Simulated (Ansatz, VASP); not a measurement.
## Two plane-wave programs on SnSe2

The input INCAR:

```
SYSTEM = SnSe2
PREC = Accurate
ENCUT = 520
EDIFF = 1E-7
ISMEAR = -1
SIGMA = 0.05
LREAL = .FALSE.
LASPH = .TRUE.
NELM = 60
ALGO = Normal
ISIF = 2
LWAVE = .FALSE.
LCHARG = .TRUE.
GGA = PE
LELF = .TRUE.
LVHAR = .TRUE.
NBANDS = 20
```

The input KPOINTS:

```
Automatic mesh
0
G
  7 7 4
  0 0 0
```

The input POSCAR:

```
SnSe2
1.0
    3.8110000000      0.0000000000      0.0000000000
   -1.9055000000      3.3004228138      0.0000000000
    0.0000000000      0.0000000000      6.0746400000
Sn Se
1 2
Direct
    0.0000000000      0.0000000000      0.0000000000
    0.6666666667      0.3333333333      0.7510000000
    0.3333333333      0.6666666667      0.2490000000
```

File input.yaml:

```yaml
crystal:
  lattice:
    - [3.811, 0.0, 0.0]
    - [-1.9055, 3.3004228138, 0.0]
    - [0.0, 0.0, 6.07464]
  atoms:
    - { symbol: Sn, position: [0.0, 0.0, 0.0] }
    - { symbol: Se, position: [0.6666666667, 0.3333333333, 0.751] }
    - { symbol: Se, position: [0.3333333333, 0.6666666667, 0.249] }
hamiltonian:
  xc: pbe
  pseudopotentials: { kind: paw }
kpoints:
  mp_grid: { grid: [7, 7, 4] }
  band_path:
    path:
      - [[0.0, 0.0, 0.0], [0.5, 0.0, 0.0], [0.3333333333, 0.3333333333, 0.0], [0.0, 0.0, 0.0], [0.0, 0.0, 0.5], [0.5, 0.0, 0.5], [0.3333333333, 0.3333333333, 0.5], [0.0, 0.0, 0.5]]
      - [[0.5, 0.0, 0.5], [0.5, 0.0, 0.0]]
      - [[0.3333333333, 0.3333333333, 0.0], [0.3333333333, 0.3333333333, 0.5]]
    npoints: 14
scf:
  occupations: { method: fermi_dirac, width: 0.05 }
  n_extra_bands: 7
output:
  forces: true
  stress: true
  eigenvalues: true
  fatbands: false
  write_density: true
  write_potential: true
  elf: true
  volumetric_format: npy
```

Alike in both runs: functional PBE; k mesh 7 × 7 × 4; occupations fermi-dirac, width 0.05 eV; no spin polarisation.

|  | VASP | Ansatz |
| --- | --- | --- |
| version | VASP 6.6.1 | Ansatz 0.2.0 |
| potentials or method | VASP PAW PBE potentials, release 64 (Sn_d, Se) | Ansatz PAW |
| plane-wave cutoff (eV) | 520 | 420 |
| valence electrons in the cell | 26 | 46 |
| task | single point | band structure |

```csv
,VASP,Ansatz,Ansatz less VASP
gap on the k mesh at the Fermi level (eV),0.75,0.75,+0.008
least direct gap on the mesh (eV),1.02,1.03,+0.011
pressure (GPa),6.4,6.4,-0.09
"traceless stress, the component that is largest in VASP (GPa)",1.32,1.32,-0.001
rms of the force components (eV/Å),0.450,0.442,-0.0080
```

Atom by atom the forces differ by 0.008 eV/Å (rms over components). VASP's potentials hold 26 valence electrons a cell and Ansatz's 46, so a difference there can come from the potentials and not from the codes.
